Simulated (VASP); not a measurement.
Input of a VASP 6.6.1 run:

The input INCAR:

```
SYSTEM = CdS
ALGO     = Normal         ! electronic algorithm
EDIFF    = 1E-8           ! SCF threshold, eV
ENCUT    = 400            ! plane-wave cutoff, eV
GGA      = PE             ! functional
GGA_COMPAT= .FALSE.      
ISIF     = 2              ! what is computed and relaxed
ISMEAR   = -1             ! smearing method
LASPH    = .TRUE.         ! aspherical terms in the spheres
LCHARG   = .FALSE.        ! write CHGCAR
LEFG     = .TRUE.       
LREAL    = .FALSE.        ! projectors in reciprocal space
LWAVE    = .FALSE.        ! write WAVECAR
NBANDS   = 16             ! bands
NELM     = 120            ! most SCF steps
PREC     = Accurate       ! precision mode
SIGMA    = 0.02           ! smearing width, eV
```

Contents of KPOINTS:

```
k-points
0
G
  7 7 7
  0 0 0
```

POSCAR

```
CdS
1.0
    0.0000000000      2.9429534649      2.9135239302
    2.9429534649      0.0000000000      2.9135239302
    2.9429534649      2.9429534649      0.0000000000
Cd S
1 1
Direct
    0.0000000000      0.0000000000      0.0000000000
    0.7500000000      0.7500000000      0.7500000000
```

Potentials or basis: VASP PAW PBE potentials, release 64 (Cd, S).

Run with:

```sh
$ cat potpaw_PBE.64/Cd/POTCAR potpaw_PBE.64/S/POTCAR > POTCAR
$ mpirun -np 1 vasp_std > vasp.out
```

(1) Estimate the band gap on the k mesh.

(2) What does it give for the pressure?

## Answers

(1) 1.09 eV, direct.

(2) 1.7 GPa.

Caveat: the cell differs from its parent crystal (zz strain of -1 %); without QUAD_EFG the Cq values of the log hold for a quadrupole moment of 1 mb, not for the nuclei.
